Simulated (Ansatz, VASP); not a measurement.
ZrAg3 in VASP and in Ansatz

```
CELL_PARAMETERS angstrom
4.32886 0.00000 0.00000
0.00000 4.32886 0.00000
0.00000 0.00000 4.32886
ATOMIC_POSITIONS crystal
Zr 0.00000 0.00000 0.00000
Ag 0.00000 0.50000 0.50000
Ag 0.50000 0.50000 0.00000
Ag 0.50000 0.00000 0.50000
```

Alike in both runs: task single point; functional PBE; k mesh 8 × 8 × 8; occupations gaussian, width 0.05 eV; no spin polarisation.

|  | VASP | Ansatz |
| --- | --- | --- |
| version | VASP 6.6.1 | Ansatz 0.2.0 |
| potentials or method | VASP PAW PBE potentials, release 64 (Zr_sv, Ag), cutoff 520 eV | scalar-relativistic, plane waves, PAW |
| valence electrons in the cell | 45 | 69 |

```tsv
	VASP	Ansatz	Ansatz less VASP
gap on the k mesh at the Fermi level (eV)	none	none	-
pressure (GPa)	-3.3	-3.3	-0.01
```

A gap of «none» marks a metal or a gap that the smearing closes. VASP's potentials hold 45 valence electrons a cell and Ansatz's 69, so a difference there can come from the potentials and not from the codes.
